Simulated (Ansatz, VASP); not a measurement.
## ZnS: VASP beside Ansatz

```
CELL_PARAMETERS angstrom
0.00000 2.72159 2.72159
2.72159 0.00000 2.72159
2.72159 2.72159 0.00000
ATOMIC_POSITIONS crystal
Zn 0.00000 0.00000 0.00000
S 0.25000 0.25000 0.25000
```

Alike in both runs: functional PBE; k mesh 8 × 8 × 8; occupations gaussian, width 0.02 eV; no spin polarisation.

Ansatz relaxed the structure, and its values are those at the end. VASP's run is a single point on that final structure, the one shown.

|  | VASP | Ansatz |
| --- | --- | --- |
| version | VASP 6.6.1 | Ansatz 0.2.0 |
| potentials or method | VASP PAW PBE potentials, release 64 (Zn, S), cutoff 500 eV | scalar-relativistic, plane waves, PAW |
| valence electrons in the cell | 18 | 18 |

Ansatz gave:

| Property | Result |
| --- | --- |
| gap on the k mesh at the Fermi level (eV) | 2.01 |
| least direct gap on the mesh (eV) | 2.01 |
| pressure (GPa) | 0.0 |

**Question.** What did VASP give for the same quantities?

**Answer.** gap on the k mesh at the Fermi level (eV): 2.02; least direct gap on the mesh (eV): 2.02; pressure (GPa): 0.2.
